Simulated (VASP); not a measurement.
# Sb: single point with PBE

Sb, in a box:

```
CELL_PARAMETERS angstrom
8.00000 0.00000 0.00000
0.00000 8.60000 0.00000
0.00000 0.00000 9.10000
ATOMIC_POSITIONS crystal
Sb 0.21000 0.44000 0.59000
```

| Property | Result |
| --- | --- |
| Program | VASP 6.6.1 |
| Task | single point |
| Functional | PBE |
| Potentials or basis | VASP PAW PBE potentials, release 64 (Sb) |
| Cutoff | 400 eV |
| k mesh | 1 × 1 × 1 |
| Occupations | fermi-dirac, width 0.1 eV |
| Spin | collinear spin, ferromagnetic start |
| Starting moments | [3.0] μB |
| Dipole correction | no |
| Further INCAR settings | ALGO = Normal; EDIFF = 1e-06; NBANDS = 12 |

```
Gap between the frontier levels                       : 1.91 eV
Net moment                                            : 3.00 μB per cell
Site moments                                          : Sb +1.07 μB
Valence electrons inside the program's atomic spheres : Sb 2.32
```

Levels at points of the mesh, in eV from the valence-band top:
Spin up:
```tsv
k point	band 1	band 2	band 3	band 4	band 5	band 6	band 7	band 8
(0.00, 0.00, 0.00)	-7.96	-0.01	-0.01	0.00	4.29	5.82	5.90	6.35
```
Spin down:
```tsv
k point	band 1	band 2	band 3	band 4
(0.00, 0.00, 0.00)	-6.15	1.91	1.92	1.93
```

Wall time 55 s on 1 thread of Intel Xeon 6975P-C, with other jobs on the host, peak memory 0.52 GiB.

Caveat: spin-orbit coupling is left out, which moves the levels of the heavy elements.
